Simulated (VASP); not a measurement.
# GaSe (P6_3/mmc) in VASP: further runs

Runs on GaSe. Level: PBE. Tasks: single point, relaxation of shape and atoms at fixed volume.

All numbers are computed with VASP 6.6.1; they aren't measurements. Logs are shortened: lines on timing, memory, paths and dates and some standing lists are left out, and cuts for length are marked.

## (1) The cell of the first run

Symmetry: P6_3/mmc, No. 194, hexagonal system. The conventional cell has a = 3.816 Å, b = 3.816 Å, c = 20.025 Å, α = 90.00°, β = 90.00°, γ = 120.00°. Within 3.3 Å of Ga (site symmetry 3m) lie 1 Ga at 2.47 Å and 3 Se at 2.50 Å. Se (site symmetry 3m) has 3 Ga at 2.50 Å within 3.3 Å.

## (2) Single point, PBE (31.57 Å³/atom)

Input file INCAR:

```
SYSTEM = GaSe
PREC     = Accurate       ! precision mode
ENCUT    = 500            ! plane-wave cutoff, eV
EDIFF    = 1E-6           ! SCF threshold, eV
ISMEAR   = 0              ! smearing method
SIGMA    = 0.02           ! smearing width, eV
LREAL    = .FALSE.        ! projectors in reciprocal space
LASPH    = .TRUE.         ! aspherical terms in the spheres
NELM     = 120            ! most SCF steps
ALGO     = Normal         ! electronic algorithm
ISIF     = 2              ! what is computed and relaxed
LWAVE    = .FALSE.        ! write WAVECAR
LCHARG   = .FALSE.        ! write CHGCAR
GGA      = PE             ! functional
NBANDS   = 48             ! bands
GGA_COMPAT= .FALSE.
```

Input file KPOINTS:

```
Automatic mesh
0
G
  12 12 2
  0 0 0
```

Input file POSCAR:

```
GaSe
1.0
    3.8159556402      0.0000000000      0.0000000000
   -1.9079778201      3.3047145241      0.0000000000
    0.0000000000      0.0000000000     20.0251646969
Ga Se
4 4
Direct
    0.3333333333      0.6666666667      0.1883489962
    0.6666666667      0.3333333333      0.6883489962
    0.3333333333      0.6666666667      0.3116510038
    0.6666666667      0.3333333333      0.8116510038
    0.3333333333      0.6666666667      0.6298247146
    0.6666666667      0.3333333333      0.1298247146
    0.3333333333      0.6666666667      0.8701752854
    0.6666666667      0.3333333333      0.3701752854
```

Potentials or basis: VASP PAW PBE potentials, release 64 (Ga_d, Se).

On the command line:

```console
> cat potpaw_PBE.64/Ga_d/POTCAR potpaw_PBE.64/Se/POTCAR > POTCAR
> mpirun -np 1 vasp_std > vasp.out
```

OUTCAR:

```text
SYSTEM = GaSe
   PREC = Accurate
   ENCUT = 500
   EDIFF = 1E-6
   ISMEAR = 0
   LREAL = .FALSE.
   LASPH = .TRUE.
   NELM = 120
   ISIF = 2
   GGA = PE

 ion  position               nearest neighbor table
   1  0.333  0.667  0.188-   3 2.47   6 2.50   6 2.50   6 2.50
   2  0.667  0.333  0.688-   4 2.47   5 2.50   5 2.50   5 2.50
   3  0.333  0.667  0.312-   1 2.47   8 2.50   8 2.50   8 2.50
   4  0.667  0.333  0.812-   2 2.47   7 2.50   7 2.50   7 2.50
   5  0.333  0.667  0.630-   2 2.50   2 2.50   2 2.50
   6  0.667  0.333  0.130-   1 2.50   1 2.50   1 2.50
   7  0.333  0.667  0.870-   4 2.50   4 2.50   4 2.50
   8  0.667  0.333  0.370-   3 2.50   3 2.50   3 2.50

  LATTYP: Found a hexagonal cell.
 ALAT       =     3.8159556402
 C/A-ratio  =     5.2477456724

  Lattice vectors:

 A1 = (   3.8159556402,   0.0000000000,   0.0000000000)
 A2 = (  -1.9079778201,   3.3047145241,   0.0000000000)
 A3 = (   0.0000000000,   0.0000000000,  20.0251646969)

Analysis of symmetry for initial positions (statically):
=====================================================================
 Subroutine PRICEL returns:
 Original cell was already a primitive cell.

 Routine SETGRP: Setting up the symmetry group for a
 hexagonal supercell.

 Subroutine GETGRP returns: Found 24 space group operations
 (whereof 12 operations were pure point group operations)
 out of a pool of 24 trial point group operations.

The static configuration has the point symmetry D_3d.
 The point group associated with its full space group is D_6h.

Analysis of symmetry for dynamics (positions and initial velocities):
=====================================================================
 Subroutine PRICEL returns:
 Original cell was already a primitive cell.

 Routine SETGRP: Setting up the symmetry group for a
 hexagonal supercell.

 Subroutine GETGRP returns: Found 24 space group operations
 (whereof 12 operations were pure point group operations)
 out of a pool of 24 trial point group operations.

The dynamic configuration has the point symmetry D_3d.
 The point group associated with its full space group is D_6h.

 Subroutine INISYM returns: Found 24 space group operations
 (whereof 12 operations are pure point group operations),
[... 103 lines left out ...]
   LNONCOLLINEAR =      F non collinear calculations
   LSORBIT =      F    spin-orbit coupling
   LASPH  =      T    aspherical Exc in radial PAW
   ENCUT  =  500.0 eV  36.75 Ry    6.06 a.u.   6.96  6.96 36.51*2*pi/ulx,y,z
   NELM   =    120;   NELMIN=  2; NELMDL= -5     # of ELM steps
   EDIFF  = 0.1E-05   stopping-criterion for ELM
   LREAL  =      F    real-space projection
   EDIFFG = 0.1E-04   stopping-criterion for IOM
   NSW    =      0    number of steps for IOM
   IBRION =     -1    ionic relax: 0-MD 1-quasi-New 2-CG
   NFREE  =      0    steps in history (QN), initial steepest desc. (CG)
   ISIF   =      2    stress and relaxation
   ISYM   =      2    0-nonsym 1-usesym 2-fastsym
   POTIM  = 0.5000    time-step for ionic-motion
   TEBEG  =    0.0;   TEEND  =   0.0 temperature during run
   PSTRESS=    0.0 pullay stress
   NELECT =      76.0000    total number of electrons
   NUPDOWN=      -1.0000    fix difference up-down
   EMIN   =  10.00;   EMAX   =-10.00  energy-range for DOS
   EFERMI =   0.00;   METHOD = LEGACY
   ISMEAR =     0;   SIGMA  =   0.02  broadening in eV -4-tet -1-fermi 0-gaus
   EFERMI_NEDOS =   21; number of points for ismear=-14 and -15
   IALGO  =     38    algorithm
   IMIX   =      4    mixing-type and parameters
     AMIX     =   0.40;   BMIX     =  1.00
     AMIX_MAG =   1.60;   BMIX_MAG =  1.00
  volume/ion in A,a.u.               =      31.57       213.02
  Fermi-wavevector in a.u.,A,eV,Ry     =   1.097088  2.073196 16.376009  1.203603
  Thomas-Fermi vector in A             =   2.233442
   LORBIT       =      0    0 simple, 1 ext, 2 COOP (PROOUT), +10 PAW based schemes
   GGA     = PE    functional components
   LHFCALC =     F    Hartree Fock is set to
   AEXX    =    0.0000 exact exchange contribution
   IVDW    =     0    specifies the selected vdW correction
   LEPSILON=     F    determine dielectric tensor
   LRPA    =     F    only Hartree local field effects (RPA)
 non-spin polarized calculation
 Gauss-broadening in eV      SIGMA  =   0.02
  energy-cutoff  :      500.00
  volume of cell :      252.53
 maximum number of plane-waves:      6450
 NGX is ok and might be reduce to    28
   NGX = 13   NGY = 13   NGZ = 73

 number of electron      76.0000004 magnetization

 Free energy of the ion-electron system (eV)
  ---------------------------------------------------
  ext. energy  EPLUGINS =         0.00000000
  ---------------------------------------------------
  free energy    TOTEN  =       -30.36105808 eV

  energy without entropy =      -30.36105808  energy(sigma->0) =      -30.36105808

 E-fermi :   1.0084     XC(G=0):  -7.7769

 val. band max:        0.8580124717   @ k =   0.0833   0.0833   0.0000
 cond. band min:       2.4372502789   @ k =   0.0000   0.0000   0.0000
 fundamental gap:      1.5792378072
 Fermi energy:         1.0084282398

 k-point     1 :       0.0000    0.0000    0.0000
  band No.  band energies     occupation
      1     -13.6143      2.00000
      2     -13.6143      2.00000
      3     -13.5030      2.00000
      4     -13.5030      2.00000
      5     -13.5030      2.00000
      6     -13.5030      2.00000
[... 1213 lines left out ...]
     47       6.0830      0.00000
     48       6.0830      0.00000

 [... further k-points ...]
[... 5 lines left out ...]
  --------------------------------------------------------------------------------------
  -------------------------------------------------------------------------------------
  Total        0.0255538      0.0255538      0.0053158      0.0000000      0.0000000      0.0000000
  in kB        0.1621263      0.1621263      0.0337260      0.0000000      0.0000000      0.0000000
  external PRESSURE =       0.1193262 kB  Pullay stress =       0.0000000 kB

 VOLUME and BASIS-vectors are now :
 -----------------------------------------------------------------------------
  energy-cutoff  :      500.00
  volume of cell :      252.53
      direct lattice vectors                 reciprocal lattice vectors
     3.815955640  0.000000000  0.000000000     0.262057554  0.151298999  0.000000000
    -1.907977820  3.304714524  0.000000000     0.000000000  0.302597998  0.000000000
     0.000000000  0.000000000 20.025164697     0.000000000  0.000000000  0.049937167

 POSITION                                       TOTAL-FORCE (eV/Angst)
 -----------------------------------------------------------------------------------
     -0.00000      2.20314      3.77172         0.000000     -0.000000      0.016368
      1.90798      1.10157     13.78430        -0.000000      0.000000      0.016368
     -0.00000      2.20314      6.24086         0.000000     -0.000000     -0.016368
      1.90798      1.10157     16.25345        -0.000000      0.000000     -0.016368
     -0.00000      2.20314     12.61234        -0.000000     -0.000000     -0.024562
      1.90798      1.10157      2.59976        -0.000000     -0.000000     -0.024562
     -0.00000      2.20314     17.42540        -0.000000     -0.000000      0.024562
      1.90798      1.10157      7.41282        -0.000000     -0.000000      0.024562
 -----------------------------------------------------------------------------------
    total drift:                               -0.000000      0.000000      0.000000

  FREE ENERGIE OF THE ION-ELECTRON SYSTEM (eV)
  ---------------------------------------------------
  free  energy   TOTEN  =       -30.3610580819 eV

  energy  without entropy=      -30.3610580819  energy(sigma->0) =      -30.36105808
```

stdout:

```text
POSCAR found type information on POSCAR GaSe
 POSCAR found :  2 types and       8 ions
 scaLAPACK will be used
 LDA part: xc-table for (Slater+PW92), standard interpolation
 POSCAR, INCAR and KPOINTS ok, starting setup
 FFT: planning ... GRIDC
 FFT: planning ... GRID_SOFT
 FFT: planning ... GRID
 WAVECAR not read
 entering main loop
```

Run time: 16 min. Hardware: 1 thread of Intel Xeon 8259CL, shared host; peak memory 0.54 GiB.

Results:

```yaml
Free_energy: -30.3611 eV
Pressure: 0.0 GPa
Largest_force: 0.025 eV/Å
Band_gap_on_the_k_mesh: 1.58 eV (least direct gap 1.64 eV)
```

Forces on the atoms (eV/Å):
```
Ga   0.000  0.000  0.016
Ga   0.000  0.000  0.016
Ga   0.000  0.000 -0.016
Ga   0.000  0.000 -0.016
Se   0.000  0.000 -0.025
Se   0.000  0.000 -0.025
Se   0.000  0.000  0.025
Se   0.000  0.000  0.025
```

Levels at points of the mesh, in eV from the valence-band top:
| k point | band 34 | band 35 | band 36 | band 37 | band 38 | band 39 | band 40 | band 41 | band 42 | band 43 |
| --- | --- | --- | --- | --- | --- | --- | --- | --- | --- | --- |
| (0.00, 0.00, 0.00) | -0.61 | -0.61 | -0.61 | -0.32 | -0.06 | 1.58 | 1.82 | 2.70 | 2.71 | 4.56 |
| (0.50, 0.00, 0.00) | -1.76 | -1.76 | -1.75 | -1.37 | -1.34 | 2.02 | 2.10 | 2.20 | 2.26 | 4.26 |
| (0.00, 0.00, 0.50) | -0.61 | -0.61 | -0.61 | -0.20 | -0.20 | 1.71 | 1.71 | 2.70 | 2.70 | 4.56 |
| (0.50, 0.00, 0.50) | -1.77 | -1.76 | -1.76 | -1.36 | -1.36 | 2.06 | 2.06 | 2.23 | 2.23 | 4.28 |

Caveat: this functional lacks dispersion, which binds the layers, so the pressure and a relaxed spacing across them are unreliable. A k mesh can miss the band edges.

[end of part 1 of 2]
